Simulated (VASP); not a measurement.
# TiB2: elastic constants with LDA

Crystal: TiB2.

```xyz
3
Lattice="3.0292 0.0000 0.0000 -1.5146 2.6234 0.0000 0.0000 0.0000 3.2284" Properties=species:S:1:pos:R:3 pbc="T T T"
Ti    0.0000    0.0000    0.0000
B     1.5146    0.8745    1.6142
B     0.0000    1.7489    1.6142
```

```yaml
Program: VASP 6.6.1
Task: elastic constants
Functional: LDA
Potentials_or_basis: VASP PAW LDA potentials, release 64 (Ti_sv, B)
Cutoff: 600 eV
k_mesh: 7 × 7 × 6
Occupations: fermi-dirac, width 0.05 eV
Spin: no spin polarisation
Dipole_correction: no
Ions_in_elastic_constants: relaxed
Further_INCAR_settings: ALGO = Normal; EDIFF = 1e-08; IBRION = 6; POTIM = 0.015; NSW = 1; ISIF = 3
```

* Voigt bulk modulus: 248 GPa
* Highest phonon frequency at Γ: 879 cm⁻¹

Phonon frequencies in cm⁻¹ (negative: imaginary):
```tsv
q point	frequencies
(0.000, 0.000, 0.000)	0 0 0 481 504 504 549 879 879
```

Elastic tensor in Voigt notation (GPa, in the Cartesian axes of the cell as first typed):
```
650  56  96   0   0   0
 56 650  96   0   0   0
 96  96 440   0   0   0
  0   0   0 252   0   0
  0   0   0   0 252   0
  0   0   0   0   0 297
```

Clamped-ion elastic tensor (GPa):
```
653  54  96   0   0   0
 54 653  96   0   0   0
 96  96 440   0   0   0
  0   0   0 252   0   0
  0   0   0   0 252   0
  0   0   0   0   0 300
```

It took 11 min on 1 thread of AMD EPYC 7R43 64-Core Processor (Zen 3), on a shared host, peak memory 0.18 GiB.

Caveat: the cell is under stress, which shifts elastic constants.
